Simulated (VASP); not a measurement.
Ta2O5, 7 atoms in the cell. It takes space group P2/m (No. 10, monoclinic). The conventional cell has a = 3.674 Å, b = 3.857 Å, c = 6.470 Å, α = 90.00°, β = 97.51°, γ = 90.00°. Ta (site symmetry 2/m) has 6 O at 1.93 to 2.30 Å within 2.6 Å. Within 2.4 Å of Ta (site symmetry 2/m) lie 6 O at 1.84 to 2.07 Å. Within 2.6 Å of O (site symmetry 2/m) lie 2 Ta at 1.93 Å. O (site symmetry m) has 3 Ta at 2.04 to 2.30 Å and 2 O at 2.32 to 2.58 Å within 2.7 Å. O (site symmetry 2/m) has 2 Ta at 1.93 Å and 4 O at 2.66 Å within 2.7 Å. O (site symmetry 2/m) has 2 Ta at 1.84 Å within 2.4 Å.  This cell differs from its parent crystal: strain +0.1312 x Voigt [0, 0, 0, 0, 1, 0].

- Program: VASP 6.6.1
- Task: single point
- Functional: r2SCAN
- Potentials or basis: VASP PAW PBE potentials, release 64 (Ta_pv, O)
- Cutoff: 520 eV
- k mesh: 8 × 8 × 4
- Occupations: gaussian, width 0.05 eV
- Spin: no spin polarisation
- Dipole correction: no
- Further INCAR settings: ALGO = Normal; EDIFF = 1e-07; NBANDS = 35

Potentials or basis: VASP PAW PBE potentials, release 64 (Ta_pv, O).

The run is started by

```bash
$ cat potpaw_PBE.64/Ta_pv/POTCAR potpaw_PBE.64/O/POTCAR > POTCAR
$ cp INCAR.step1 INCAR
$ mpirun -np 1 vasp_std > vasp.out
$ cp INCAR.step2 INCAR
$ mpirun -np 1 vasp_std > vasp.out
```

Hardware: 1 thread of Intel(R) Xeon(R) Platinum 8259CL CPU @ 2.50GHz (Skylake/Cascade Lake), on a shared host.

Task: How long does it take, and how much memory?

Result: Wall time 15 min on 1 thread of Intel(R) Xeon(R) Platinum 8259CL CPU @ 2.50GHz (Skylake/Cascade Lake), on a shared host, peak memory 0.35 GiB. Counts: k points 90.
